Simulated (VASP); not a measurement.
Wanted: the native input for a VASP 6.6.1 run.

| Quantity | Value |
| --- | --- |
| Task | single point |
| Functional | PBE |
| Potentials or basis | VASP PAW PBE potentials, release 64 (Al, Ru_pv) |
| Cutoff | 520 eV |
| k mesh | 4 × 4 × 6 |
| Occupations | gaussian, width 0.1 eV |
| Spin | no spin polarisation |
| Dipole correction | no |
| Further INCAR settings | ALGO = Fast; EDIFF = 1e-06; NBANDS = 40 |

The structure of AlRu2 lies in POSCAR:

```
AlRu2
1.0
    6.1310045500      0.0000000000      0.0000000000
    0.0000000000      6.1310045500      0.0000000000
    0.0000000000      0.0000000000      2.6952851365
Al Ru
2 4
Direct
    0.0000000000      0.0000000000      0.0000000000
    0.5000000000      0.5000000000      0.5000000000
    0.2670217844      0.2670217844      0.0000000000
    0.2329782156      0.7670217844      0.5000000000
    0.7329782156      0.7329782156      0.0000000000
    0.7670217844      0.2329782156      0.5000000000
```

These files were run (other wordings do the same):

INCAR

```
PREC = Accurate ; ENCUT = 520
EDIFF = 1E-6 ; ISMEAR = 0
SIGMA = 0.1 ; LREAL = False
LASPH = True ; NELM = 80
ALGO = Fast ; ISIF = 2
LWAVE = False ; LCHARG = False
GGA = PE ; NBANDS = 40
```

KPOINTS

```
Automatic mesh
0
Gamma
  4 4 6
```

Potentials or basis: VASP PAW PBE potentials, release 64 (Al, Ru_pv).

Run with:

```sh
$ cat potpaw_PBE.64/Al/POTCAR potpaw_PBE.64/Ru_pv/POTCAR > POTCAR
$ mpirun -np 1 vasp_std > vasp.out
```

It gave:

```
Pressure               : 0.2 GPa
Largest force          : 0.015 eV/Å
Band gap on the k mesh : zero (bands 31 and 32 overlap by 1.35 eV)
```

Caveat: the k points lie up to 0.39 Å⁻¹ apart, too coarse for converged energies and pressures of a metal.

Run time: 70 s on 1 thread of AMD EPYC 9R45 96-Core Processor (Zen 5), with other jobs on the host, peak memory 0.21 GiB.
